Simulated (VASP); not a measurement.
Write the native input for VASP 6.6.1 that does the following.

* Task: single point
* Functional: PBEsol
* Potentials or basis: VASP PAW PBE potentials, release 64 (Cd_sv_GW, Mg_sv, O)
* Cutoff: 750 eV
* k mesh: 3 × 3 × 6
* Occupations: gaussian, width 0.02 eV
* Spin: no spin polarisation
* Dipole correction: no
* Mended: yes
* Further INCAR settings: LREAL = Auto; ALGO = Normal; EDIFF = 1e-06; NBANDS = 93

The structure of Mg5Cd3O8 lies in POSCAR:

```
Mg5Cd3O8
1.0
   -4.4039674633     -4.4039674633      0.0000000000
   -4.4039674633      0.0000000000     -4.4039674633
    0.0280857578     -4.4320532211     -4.4320532211
Cd Mg O
3 5 8
Direct
    0.5000000000      0.5000000000      0.5000000000
    0.0000000000      0.5000000000      0.5000000000
    0.5000000000      0.0000000000      0.5000000000
    0.0000000000      0.0000000000      0.5000000000
    0.5000000000      0.5000000000      0.0000000000
    0.0000000000      0.5000000000      0.0000000000
    0.5000000000      0.0000000000      0.0000000000
    0.0000000000      0.0000000000      0.0000000000
    0.2501692103      0.2501692103      0.2298403444
    0.7698212351      0.2501692103      0.2298403444
    0.2501692103      0.7698212351      0.2298403444
    0.7610907033      0.7610907033      0.2167278901
    0.2389092967      0.2389092967      0.7832721099
    0.7498307897      0.2301787649      0.7701596556
    0.2301787649      0.7498307897      0.7701596556
    0.7498307897      0.7498307897      0.7701596556
```

The input as run:

INCAR

```
PREC = Accurate
ENCUT = 750
EDIFF = 1E-6
ISMEAR = 0
SIGMA = 0.02
LREAL = Auto
LASPH = T
NELM = 120
ALGO = Normal
ISIF = 2
LWAVE = F
LCHARG = T
GGA = PS
LELF = T
LVHAR = T
NBANDS = 93
GGA_COMPAT = F
```

KPOINTS

```
regular mesh
0
Gamma
  3 3 6
```

Potentials or basis: VASP PAW PBE potentials, release 64 (Cd_sv_GW, Mg_sv, O).

Command:

```sh
$ cat potpaw_PBE.64/Cd_sv_GW/POTCAR potpaw_PBE.64/Mg_sv/POTCAR potpaw_PBE.64/O/POTCAR > POTCAR
$ mpirun -np 1 vasp_std > vasp.out
```

It gave:

| Item | Value |
| --- | --- |
| Pressure | -0.3 GPa |
| Largest force | 0.018 eV/Å |
| Band gap on the k mesh | 1.78 eV |

Caveat: the PAW data sets were made with another functional, which shifts forces and pressure a little.

Run time: 12 min on 1 thread of Intel(R) Xeon(R) Platinum 8375C CPU @ 2.90GHz (Ice Lake), with other jobs on the host, peak memory 0.55 GiB.
